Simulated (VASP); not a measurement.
The system is BP2.

```
CELL_PARAMETERS angstrom
3.38256 0.00000 0.00000
0.00000 3.38256 0.00000
0.00000 0.00000 6.89546
ATOMIC_POSITIONS crystal
B 0.00000 0.50000 0.72692
B 0.50000 0.00000 0.27308
P 0.50000 0.50000 0.00000
P 0.00000 0.00000 0.00000
P 0.50000 0.00000 0.62967
P 0.00000 0.50000 0.37033
```

```yaml
Program: VASP 6.6.1
Task: relaxation of cell and atoms
Functional: PBE
Potentials_or_basis: VASP PAW PBE potentials, release 64 (B, P)
Cutoff: 600 eV
k_mesh: 6 × 6 × 4
Occupations: gaussian, width 0.1 eV
Spin: no spin polarisation
```

At the start: pressure -10.3 GPa; volume 13.15 Å³/atom.

**Question.** How do energy, volume and symmetry change on relaxing?

**Answer.** Over 44 steps the energy falls by 538.9 meV/atom and the volume is 15.06 Å³/atom (+14.5 %); space group P4/nmm (No. 129, to 0.05 Å).

Step by step:
| step | energy change (eV) | largest force (eV/Å) | pressure (GPa) | volume (Å³) |
| --- | --- | --- | --- | --- |
| 1 | 0.0000 | 1.5931 | -10.32 | 78.90 |
| 3 | -0.8542 | 2.0036 | 11.05 | 64.11 |
| 5 | -1.3496 | 1.3804 | 10.97 | 65.14 |
| 7 | -1.9989 | 1.2025 | 14.59 | 67.12 |
| 9 | -2.7529 | 1.3136 | 2.30 | 79.92 |
| 11 | -3.0687 | 0.1815 | -3.37 | 84.40 |
| 13 | -3.0741 | 0.4126 | -4.06 | 84.98 |
| 15 | -3.1648 | 0.5117 | -0.16 | 82.37 |
| 17 | -3.1816 | 0.0565 | 1.27 | 82.06 |
| 19 | -3.2033 | 0.0535 | -0.54 | 85.18 |
| 21 | -3.2166 | 0.1575 | 0.32 | 86.13 |
| 23 | -3.2190 | 0.1060 | 0.34 | 86.38 |
| 25 | -3.2198 | 0.2395 | 1.07 | 88.14 |
| 27 | -3.2232 | 0.0990 | 0.31 | 88.10 |
| 29 | -3.2239 | 0.0695 | -0.18 | 88.90 |
| 31 | -3.2239 | 0.0718 | -0.13 | 88.84 |
| 33 | -3.2249 | 0.0937 | -0.11 | 89.10 |
| 35 | -3.2264 | 0.0689 | 0.12 | 89.18 |
| 37 | -3.2298 | 0.1856 | 0.97 | 89.52 |
| 39 | -3.2302 | 0.1450 | 0.83 | 89.46 |
| 41 | -3.2311 | 0.1460 | 0.72 | 89.67 |
| 43 | -3.2321 | 0.1214 | 0.45 | 90.08 |
| 44 | -3.2332 | 0.0389 | 0.06 | 90.34 |

Final structure:
```
B P
1.0
     3.10570    0.00000    0.00000
     0.00000    3.10570    0.00000
     0.00000    0.00000    9.36648
B P
2 4
Direct
  0.00000 0.50000 0.58399
  0.50000 0.00000 0.41601
  0.50000 0.50000 0.00000
  0.00000 0.00000 0.00000
  0.50000 0.00000 0.62724
  0.00000 0.50000 0.37276
```

Caveat: this functional lacks dispersion, which binds the layers, so the pressure and a relaxed spacing across them are unreliable.
